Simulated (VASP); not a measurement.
Input of a VASP 6.6.1 run:

The input INCAR:

```
SYSTEM = Si4Ru
  PREC = Accurate
  ENCUT = 520
  EDIFF = 1E-7
  ISMEAR = 0
  SIGMA = 0.1
  LREAL = .False.
  LASPH = .True.
  NELM = 80
  ALGO = Normal
  ISIF = 2
  LWAVE = .False.
  LCHARG = .False.
  GGA = PE
  NBANDS = 23
```

The input KPOINTS:

```
Automatic mesh
0
Gamma
  4 4 4
  0 0 0
```

File POSCAR:

```
Si4Ru
1.0
    4.4282670801      0.0000000000      0.0000000000
    0.0000000000      4.4282670801      0.0000000000
    0.0000000000      0.0000000000      4.4282670801
Si Ru
4 1
Direct
    0.2972824348      0.7027175652      0.7027175652
    0.7027175652      0.2972824348      0.7027175652
    0.7027175652      0.7027175652      0.2972824348
    0.2972824348      0.2972824348      0.2972824348
    0.0000000000      0.0000000000      0.0000000000
```

Potentials or basis: VASP PAW PBE potentials, release 64 (Si, Ru_pv).

Command:

```bash
$ cat potpaw_PBE.64/Si/POTCAR potpaw_PBE.64/Ru_pv/POTCAR > POTCAR
$ mpirun -np 1 vasp_std > vasp.out
```

Predict the largest force.

0.006 eV/Å.

Predict the pressure.

-0.1 GPa.

Predict the band gap on the k mesh.

zero (band 15 reaches 7.92 eV, above the bottom of band 16 at 6.55 eV).

Forces on the atoms (eV/Å):
```
Si   0.003 -0.003 -0.003
Si  -0.003  0.003 -0.003
Si  -0.003 -0.003  0.003
Si   0.003  0.003  0.003
Ru   0.000  0.000  0.000
```
